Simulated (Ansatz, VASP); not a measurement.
# LiF: VASP beside Ansatz

The input INCAR:

```
PREC = Accurate
ENCUT = 520
EDIFF = 1E-7
ISMEAR = 0
SIGMA = 0.05
LREAL = False
LASPH = True
NELM = 80
ALGO = Normal
ISIF = 2
LWAVE = False
LCHARG = False
GGA = CA
NBANDS = 18
```

File KPOINTS:

```
regular mesh
0
Gamma
  9 9 6
```

Contents of POSCAR:

```
LiF
1.0
    3.0464146835      0.0000000000      0.0000000000
   -1.5232073417      2.6382725064      0.0000000000
    0.0000000000      0.0000000000      4.6092254161
Li F
2 2
Direct
    0.3333333333      0.6666666667      0.3371874601
    0.6666666667      0.3333333333      0.8371874601
    0.3333333333      0.6666666667      0.9910195924
    0.6666666667      0.3333333333      0.4910195924
```

Input for Ansatz:

```yaml
crystal:
  lattice:
    - [3.0464146835, 0.0, 0.0]
    - [-1.5232073417, 2.6382725064, 0.0]
    - [0.0, 0.0, 4.6092254161]
  atoms:
    - { symbol: Li, position: [0.3333333333, 0.6666666667, 0.3371874601] }
    - { symbol: Li, position: [0.6666666667, 0.3333333333, 0.8371874601] }
    - { symbol: F, position: [0.3333333333, 0.6666666667, 0.9910195924] }
    - { symbol: F, position: [0.6666666667, 0.3333333333, 0.4910195924] }
basis:
  ecutwfc: 520.0
kpoints:
  mp_grid: { grid: [9, 9, 6] }
hamiltonian:
  xc: lda
scf:
  occupations: { method: gaussian, width: 0.05 }
output:
  forces: true
  stress: true
  eigenvalues: true
  write_density: true
  write_potential: true
  elf: true
  volumetric_format: npy
```

Alike in both runs: task single point; functional LDA; k mesh 9 × 9 × 6; occupations gaussian, width 0.05 eV; no spin polarisation.

|  | VASP | Ansatz |
| --- | --- | --- |
| version | VASP 6.6.1 | Ansatz 0.2.0 |
| potentials or method | VASP PAW LDA potentials, release 64 (Li_sv, F), cutoff 520 eV | scalar-relativistic, plane waves, PAW |
| valence electrons in the cell | 20 | 20 |

```tsv
	VASP	Ansatz	Ansatz less VASP
gap on the k mesh at the Fermi level (eV)	7.88	7.90	+0.016
least direct gap on the mesh (eV)	7.88	7.90	+0.016
rms of the force components (eV/Å)	1.050	1.023	-0.0273
```

LDA's correlation is that of Perdew and Zunger in VASP and of Perdew and Wang (1992) in Ansatz. Atom by atom the forces differ by 0.027 eV/Å (rms over components).

Noted on VASP's run: the cutoff is short for stress, so the pressure is rough.
